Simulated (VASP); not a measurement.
# ZrTlF6 (Fm-3m) in VASP: single point with PBE

Aim: the single point of ZrTlF6 with PBE.

Everything below comes from runs of VASP 6.6.1. Logs are shortened: lines on timing, memory, paths and dates and some standing lists are left out, and cuts for length are marked.

## 1. The cell of the first run

The structure is cubic, space group Fm-3m (No. 225). Conventional cell: a = 8.892 Å, b = 8.892 Å, c = 8.892 Å, α = 90.00°, β = 90.00°, γ = 90.00°. Within 2.7 Å of Zr (site symmetry m-3m) lie 6 F at 2.02 Å. Within 3.2 Å of Tl (site symmetry m-3m) lie 6 F at 2.42 Å. Within 2.7 Å of F (site symmetry 4mm) lie 1 Zr at 2.02 Å and 1 Tl at 2.42 Å.

## 2. Single point, PBE, collinear spin

INCAR

```
SYSTEM = ZrTlF6
PREC = Accurate
ENCUT = 520
EDIFF = 1E-6
ISMEAR = 0
SIGMA = 0.1
LREAL = .False.
LASPH = .True.
NELM = 150
ALGO = Normal
ISIF = 2
LWAVE = .False.
LCHARG = .False.
ISPIN = 2
MAGMOM = 1 0 0 0 0 0 0 0
LORBIT = 11
LMAXMIX = 4
GGA = PE
NBANDS = 48
```

KPOINTS

```
regular mesh
0
Gamma
  4 4 4
  0 0 0
```

POSCAR

```
ZrTlF6
1.0
    0.0000000000      4.4461967000      4.4461967000
    4.4461967000      0.0000000000      4.4461967000
    4.4461967000      4.4461967000      0.0000000000
Zr Tl F
1 1 6
Direct
    0.0000000000      0.0000000000      0.0000000000
    0.5000000000      0.5000000000      0.5000000000
    0.7722940000      0.2277060000      0.2277060000
    0.2277060000      0.7722940000      0.7722940000
    0.2277060000      0.7722940000      0.2277060000
    0.7722940000      0.2277060000      0.7722940000
    0.2277060000      0.2277060000      0.7722940000
    0.7722940000      0.7722940000      0.2277060000
```

Potentials or basis: VASP PAW PBE potentials, release 64 (Zr_sv, Tl_d, F).

Command:

```sh
> cat potpaw_PBE.64/Zr_sv/POTCAR potpaw_PBE.64/Tl_d/POTCAR potpaw_PBE.64/F/POTCAR > POTCAR
> mpirun -np 1 vasp_std > vasp.out
```

OUTCAR:

```text
SYSTEM = ZrTlF6
   PREC = Accurate
   ENCUT = 520
   EDIFF = 1E-6
   ISMEAR = 0
   LREAL = .False.
   LASPH = .True.
   NELM = 150
   ISIF = 2
   ISPIN = 2
   LORBIT = 11
   GGA = PE

 ion  position               nearest neighbor table
   1  0.000  0.000  0.000-   3 2.02   4 2.02   5 2.02   6 2.02   7 2.02   8 2.02
   2  0.500  0.500  0.500-   3 2.42   4 2.42   5 2.42   6 2.42   7 2.42   8 2.42
   3  0.772  0.228  0.228-   1 2.02   2 2.42
   4  0.228  0.772  0.772-   1 2.02   2 2.42
   5  0.228  0.772  0.228-   1 2.02   2 2.42
   6  0.772  0.228  0.772-   1 2.02   2 2.42
   7  0.228  0.228  0.772-   1 2.02   2 2.42
   8  0.772  0.772  0.228-   1 2.02   2 2.42

  LATTYP: Found a face centered cubic cell.
 ALAT       =     8.8923934000

  Lattice vectors:

 A1 = (   0.0000000000,   4.4461967000,   4.4461967000)
 A2 = (   4.4461967000,   0.0000000000,   4.4461967000)
 A3 = (   4.4461967000,   4.4461967000,   0.0000000000)

Analysis of symmetry for initial positions (statically):
=====================================================================
 Subroutine PRICEL returns:
 Original cell was already a primitive cell.

 Routine SETGRP: Setting up the symmetry group for a
 face centered cubic supercell.

 Subroutine GETGRP returns: Found 48 space group operations
 (whereof 48 operations were pure point group operations)
 out of a pool of 48 trial point group operations.

The static configuration has the point symmetry O_h .

Analysis of symmetry for dynamics (positions and initial velocities):
=====================================================================
 Subroutine PRICEL returns:
 Original cell was already a primitive cell.

 Routine SETGRP: Setting up the symmetry group for a
 face centered cubic supercell.

 Subroutine GETGRP returns: Found 48 space group operations
 (whereof 48 operations were pure point group operations)
 out of a pool of 48 trial point group operations.

The dynamic configuration has the point symmetry O_h .

Analysis of structural, dynamic, and magnetic symmetry:
=====================================================================
 Subroutine PRICEL returns:
 Original cell was already a primitive cell.

 Routine SETGRP: Setting up the symmetry group for a
 face centered cubic supercell.

 Subroutine GETGRP returns: Found 48 space group operations
 (whereof 48 operations were pure point group operations)
 out of a pool of 48 trial point group operations.

The overall configuration has the point symmetry O_h .

 Subroutine INISYM returns: Found 48 space group operations
 (whereof 48 operations are pure point group operations),
 and found     1 'primitive' translations

----------------------------------------------------------------------------------------

                                     Primitive cell

  volume of cell :     175.7907

  direct lattice vectors                    reciprocal lattice vectors
     0.000000000  4.446196700  4.446196700    -0.112455664  0.112455664  0.112455664
     4.446196700  0.000000000  4.446196700     0.112455664 -0.112455664  0.112455664
     4.446196700  4.446196700  0.000000000     0.112455664  0.112455664 -0.112455664

  length of vectors
     6.287871674  6.287871674  6.287871674     0.194778923  0.194778923  0.194778923

  position of ions in fractional coordinates (direct lattice)
     0.000000000  0.000000000  0.000000000
     0.500000000  0.500000000  0.500000000
     0.772294000  0.227706000  0.227706000
     0.227706000  0.772294000  0.772294000
     0.227706000  0.772294000  0.227706000
     0.772294000  0.227706000  0.772294000
     0.227706000  0.227706000  0.772294000
     0.772294000  0.772294000  0.227706000

  ion indices of the primitive-cell ions
   primitive index   ion index
                 1           1
                 2           2
                 3           3
                 4           4
                 5           5
                 6           6
[... 39 lines left out ...]
   k-points           NKPTS =      8   k-points in BZ     NKDIM =      8   number of bands    NBANDS=     48
   number of dos      NEDOS =    301   number of ions     NIONS =      8
   total plane-waves  NPLWV = 110592
   dimension x,y,z NGX =    48 NGY =   48 NGZ =   48
   dimension x,y,z NGXF=    96 NGYF=   96 NGZF=   96
   ions per type =               1   1   6
   NGX,Y,Z   is equivalent  to a cutoff of  12.69, 12.69, 12.69 a.u.
   NGXF,Y,Z  is equivalent  to a cutoff of  25.38, 25.38, 25.38 a.u.
 SYSTEM =  ZrTlF6
   PREC   = accura    normal or accurate (medium, high low for compatibility)
   ISTART =      0    job   : 0-new  1-cont  2-samecut
   ICHARG =      2    charge: 1-file 2-atom 10-const
   ISPIN  =      2    spin polarized calculation?
   LNONCOLLINEAR =      F non collinear calculations
   LSORBIT =      F    spin-orbit coupling
   LASPH  =      T    aspherical Exc in radial PAW
   ENCUT  =  520.0 eV  38.22 Ry    6.18 a.u.  11.69 11.69 11.69*2*pi/ulx,y,z
   NELM   =    150;   NELMIN=  2; NELMDL= -5     # of ELM steps
   EDIFF  = 0.1E-05   stopping-criterion for ELM
   LREAL  =      F    real-space projection
   EDIFFG = 0.1E-04   stopping-criterion for IOM
   NSW    =      0    number of steps for IOM
   IBRION =     -1    ionic relax: 0-MD 1-quasi-New 2-CG
   NFREE  =      0    steps in history (QN), initial steepest desc. (CG)
   ISIF   =      2    stress and relaxation
   ISYM   =      2    0-nonsym 1-usesym 2-fastsym
   POTIM  = 0.5000    time-step for ionic-motion
   TEBEG  =    0.0;   TEEND  =   0.0 temperature during run
   PSTRESS=    0.0 pullay stress
   NELECT =      67.0000    total number of electrons
   NUPDOWN=      -1.0000    fix difference up-down
   EMIN   =  10.00;   EMAX   =-10.00  energy-range for DOS
   EFERMI =   0.00;   METHOD = LEGACY
   ISMEAR =     0;   SIGMA  =   0.10  broadening in eV -4-tet -1-fermi 0-gaus
   EFERMI_NEDOS =   21; number of points for ismear=-14 and -15
   IALGO  =     38    algorithm
   IMIX   =      4    mixing-type and parameters
     AMIX     =   0.40;   BMIX     =  1.00
     AMIX_MAG =   1.60;   BMIX_MAG =  1.00
  volume/ion in A,a.u.               =      21.97       148.29
  Fermi-wavevector in a.u.,A,eV,Ry     =   1.186955  2.243021 19.168749  1.408863
  Thomas-Fermi vector in A             =   2.323117
   LORBIT       =     11    0 simple, 1 ext, 2 COOP (PROOUT), +10 PAW based schemes
   GGA     = PE    functional components
   LHFCALC =     F    Hartree Fock is set to
   AEXX    =    0.0000 exact exchange contribution
   IVDW    =     0    specifies the selected vdW correction
   LEPSILON=     F    determine dielectric tensor
   LRPA    =     F    only Hartree local field effects (RPA)
 spin polarized calculation
 Gauss-broadening in eV      SIGMA  =   0.10
  energy-cutoff  :      520.00
  volume of cell :      175.79
 maximum number of plane-waves:      4766
 NGX is ok and might be reduce to    48
   NGX = 23   NGY = 23   NGZ = 23

 number of electron      67.0000023 magnetization      -0.0008824

 number of electron      67.0000023 magnetization       0.0007845

 Free energy of the ion-electron system (eV)
  ---------------------------------------------------
  ext. energy  EPLUGINS =         0.00000000
  ---------------------------------------------------
  free energy    TOTEN  =       -45.21774426 eV

  energy without entropy =      -45.18950994  energy(sigma->0) =      -45.20362710

 E-fermi :  -1.0409     XC(G=0):  -7.2885

 val. band max:       -1.0697404746   @ k =   0.5000   0.2500   0.0000
 cond. band min:      -0.9624950186   @ k =   0.2500   0.0000   0.0000
 fundamental gap:      0.1072454560
 Fermi energy:        -1.0408891886

 spin component 1

 k-point     1 :       0.0000    0.0000    0.0000
  band No.  band energies     occupation
      1     -49.6883      1.00000
      2     -28.2096      1.00000
      3     -28.2096      1.00000
      4     -28.2096      1.00000
      5     -23.3394      1.00000
      6     -23.2749      1.00000
[... 373 lines left out ...]
     44       8.3959      0.00000
     45       8.5544      0.00000
 Fermi energy:        -1.0408891886

 spin component 2

 k-point     1 :       0.0000    0.0000    0.0000
  band No.  band energies     occupation
      1     -49.6883      1.00000
      2     -28.2096      1.00000
      3     -28.2096      1.00000
      4     -28.2096      1.00000
      5     -23.3393      1.00000
      6     -23.2748      1.00000
[... 373 lines left out ...]
     44       8.3966      0.00000
     45       8.5546      0.00000
 [bands above 45 left out]

------------------------ aborting loop because EDIFF is reached ----------------------------------------

  FORCE on cell =-STRESS in cart. coord.  units (eV):
  Direction    XX          YY          ZZ          XY          YZ          ZX
  --------------------------------------------------------------------------------------
  -------------------------------------------------------------------------------------
  Total        0.0239851      0.0239851      0.0239851      0.0000000     -0.0000000      0.0000000
  in kB        0.2186033      0.2186033      0.2186033      0.0000000     -0.0000000      0.0000000
  external PRESSURE =       0.2186033 kB  Pullay stress =       0.0000000 kB

 VOLUME and BASIS-vectors are now :
 -----------------------------------------------------------------------------
  energy-cutoff  :      520.00
  volume of cell :      175.79
      direct lattice vectors                 reciprocal lattice vectors
     0.000000000  4.446196700  4.446196700    -0.112455664  0.112455664  0.112455664
     4.446196700  0.000000000  4.446196700     0.112455664 -0.112455664  0.112455664
     4.446196700  4.446196700  0.000000000     0.112455664  0.112455664 -0.112455664

 POSITION                                       TOTAL-FORCE (eV/Angst)
 -----------------------------------------------------------------------------------
      0.00000      0.00000      0.00000         0.000000     -0.000000     -0.000000
      4.44620      4.44620      4.44620         0.000000     -0.000000      0.000000
      2.02485      4.44620      4.44620         0.066055     -0.000000      0.000000
      6.86754      4.44620      4.44620        -0.066055     -0.000000      0.000000
      4.44620      2.02485      4.44620         0.000000      0.066055      0.000000
      4.44620      6.86754      4.44620         0.000000     -0.066055      0.000000
      4.44620      4.44620      2.02485         0.000000     -0.000000      0.066055
      4.44620      4.44620      6.86754         0.000000     -0.000000     -0.066055
 -----------------------------------------------------------------------------------
    total drift:                               -0.000000     -0.000000     -0.000000

  FREE ENERGIE OF THE ION-ELECTRON SYSTEM (eV)
  ---------------------------------------------------
  free  energy   TOTEN  =       -45.2177442634 eV

  energy  without entropy=      -45.1895099419  energy(sigma->0) =      -45.20362710

 total charge

# of ion       s       p       d       tot
------------------------------------------
    1        2.173   6.068   1.303   9.544
    2        0.977   0.192   9.757  10.926
    3        1.742   4.344   0.000   6.085
    4        1.742   4.344   0.000   6.085
    5        1.742   4.344   0.000   6.085
    6        1.742   4.344   0.000   6.085
    7        1.742   4.344   0.000   6.085
    8        1.742   4.344   0.000   6.085
--------------------------------------------------
tot         13.600  32.322  11.060  56.983

 magnetization (x)

# of ion       s       p       d       tot
------------------------------------------
    1       -0.000   0.000   0.000   0.000
    2        0.000   0.000  -0.000   0.000
    3        0.000   0.000   0.000   0.000
    4        0.000   0.000   0.000   0.000
    5        0.000   0.000   0.000   0.000
    6        0.000   0.000   0.000   0.000
    7        0.000   0.000   0.000   0.000
    8        0.000   0.000   0.000   0.000
--------------------------------------------------
tot          0.001   0.000   0.000   0.001
```

Run time: 2.2 min. Hardware: 1 thread of AMD EPYC 9R45 (Zen 5), shared host; peak memory 0.42 GiB.

Results:

| Quantity | Value |
| --- | --- |
| Free energy | -45.2177 eV |
| Pressure | 0.0 GPa |
| Largest force | 0.066 eV/Å |
| Net moment | 0.00 μB per cell |
| Valence electrons inside the program's atomic spheres | Zr 9.54; Tl 10.93; F 6.08 |

Forces on the atoms (eV/Å):
```
Zr   0.000  0.000  0.000
Tl   0.000  0.000  0.000
F    0.066  0.000  0.000
F   -0.066  0.000  0.000
F    0.000  0.066  0.000
F    0.000 -0.066  0.000
F    0.000  0.000  0.066
F    0.000  0.000 -0.066
```

Levels at points of the mesh, in eV from the Fermi level:
Spin up:
```
           k point  band 32  band 33  band 34  band 35  band 36  band 37
(0.00, 0.00, 0.00)    -2.63    -2.63    -0.25     4.48     4.48     4.48
(0.50, 0.00, 0.00)    -2.79    -2.73     0.38     4.37     4.49     4.49
(0.50, 0.50, 0.00)    -2.81    -2.64    -0.48     4.49     4.55     4.55
```
Spin down:
| k point | band 30 | band 31 | band 32 | band 33 | band 34 | band 35 | band 36 | band 37 | band 38 | band 39 |
| --- | --- | --- | --- | --- | --- | --- | --- | --- | --- | --- |
| (0.00, 0.00, 0.00) | -3.07 | -2.63 | -2.63 | -2.63 | -0.25 | 4.48 | 4.48 | 4.48 | 6.12 | 7.41 |
| (0.50, 0.00, 0.00) | -2.99 | -2.79 | -2.79 | -2.73 | 0.38 | 4.37 | 4.49 | 4.49 | 5.75 | 6.45 |
| (0.50, 0.50, 0.00) | -3.10 | -2.81 | -2.81 | -2.64 | -0.48 | 4.49 | 4.55 | 4.55 | 6.18 | 7.06 |

Caveat: spin-orbit coupling is left out, which moves the levels of the heavy elements.
